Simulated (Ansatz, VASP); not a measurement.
## TiO2: VASP beside Ansatz

The input INCAR:

```
PREC = Accurate
ENCUT = 520
EDIFF = 1E-6
ISMEAR = -1
SIGMA = 0.02
LREAL = F
LASPH = T
NELM = 60
ALGO = Normal
ISIF = 2
LWAVE = F
LCHARG = F
GGA = PE
IBRION = 2
NSW = 80
EDIFFG = -0.02
```

KPOINTS

```
Automatic mesh
0
Gamma
  7 7 7
```

POSCAR

```
TiO2
1.0
   -1.8921000000      1.8921000000      4.7573000000
    1.8921000000     -1.8921000000      4.7573000000
    1.8921000000      1.8921000000     -4.7573000000
Ti O
2 4
Direct
    0.0000000000      0.0000000000      0.0000000000
    0.7500000000      0.2500000000      0.5000000000
    0.2081000000      0.2081000000      0.0000000000
    0.9581000000      0.4581000000      0.5000000000
    0.5419000000      0.0419000000      0.5000000000
    0.7919000000      0.7919000000      0.0000000000
```

Input for Ansatz:

```yaml
crystal:
  lattice:
    - [-1.8921, 1.8921, 4.7573]
    - [1.8921, -1.8921, 4.7573]
    - [1.8921, 1.8921, -4.7573]
  atoms:
    - { symbol: Ti, position: [0.0, 0.0, 0.0] }
    - { symbol: Ti, position: [0.75, 0.25, 0.5] }
    - { symbol: O, position: [0.2081, 0.2081, 0.0] }
    - { symbol: O, position: [0.9581, 0.4581, 0.5] }
    - { symbol: O, position: [0.5419, 0.0419, 0.5] }
    - { symbol: O, position: [0.7919, 0.7919, 0.0] }
kpoints:
  mp_grid: { grid: [7, 7, 7] }
scf:
  occupations: { method: fermi_dirac, width: 0.02 }
hamiltonian:
  xc: pbe
  pseudopotentials: { kind: paw, frozen_core: stored }
output:
  forces: true
  stress: true
  populations: true
  efg: { quadrupole_moments_barn: { Ti: 0.247, O: -0.02558 } }
relax:
  f_tol: 0.02
  max_steps: 60
```

Alike in both runs: task relaxation of the atoms; functional PBE; k mesh 7 × 7 × 7; occupations fermi-dirac, width 0.02 eV; no spin polarisation.

```csv
,VASP,Ansatz
version,VASP 6.6.1,Ansatz 0.2.0
potentials or method,"VASP PAW PBE potentials, release 64 (Ti_sv, O)","plane-wave PAW, scalar-relativistic"
plane-wave cutoff (eV),520,420
valence electrons in the cell,48,48
```

VASP gave:

| Quantity | Value |
| --- | --- |
| gap on the k mesh at the Fermi level, each at its own relaxed structure (eV) | 2.07 |

Task: Estimate Ansatz's values.

Result: gap on the k mesh at the Fermi level, each at its own relaxed structure (eV): 2.10.

Ansatz's warnings: stress scf threshold loose.
